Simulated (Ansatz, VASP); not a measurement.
## Ba2SeO in VASP and in Ansatz

```xyz
4
Lattice="4.3687 0.0000 0.0000 0.0000 4.3687 0.0000 0.0000 0.0000 6.1899" Properties=species:S:1:pos:R:3 pbc="T T T"
O     0.0000    0.0000    0.0000
Ba    0.0000    0.0000    3.0950
Ba    2.1844    2.1844    0.0000
Se    2.1844    2.1844    3.0950
```

Alike in both runs: task single point; functional PBE; k mesh 6 × 6 × 4; no spin polarisation.

|  | VASP | Ansatz |
| --- | --- | --- |
| version | VASP 6.6.1 | Ansatz 0.2.0 |
| potentials or method | VASP PAW PBE potentials, release 64 (O, Ba_sv, Se) | plane waves, PAW |
| plane-wave cutoff (eV) | 520 | 420 |
| occupations | gaussian, width 0.01 eV | fixed |
| valence electrons in the cell | 32 | 42 |

|  | VASP | Ansatz | Ansatz less VASP |
| --- | --- | --- | --- |
| gap on the k mesh at the Fermi level (eV) | 1.39 | 1.46 | +0.070 |
| pressure (GPa) | 2.2 | 1.5 | -0.76 |

VASP's potentials hold 32 valence electrons a cell and Ansatz's 42, so a difference there can come from the potentials and not from the codes.

Spin-orbit coupling is off throughout.
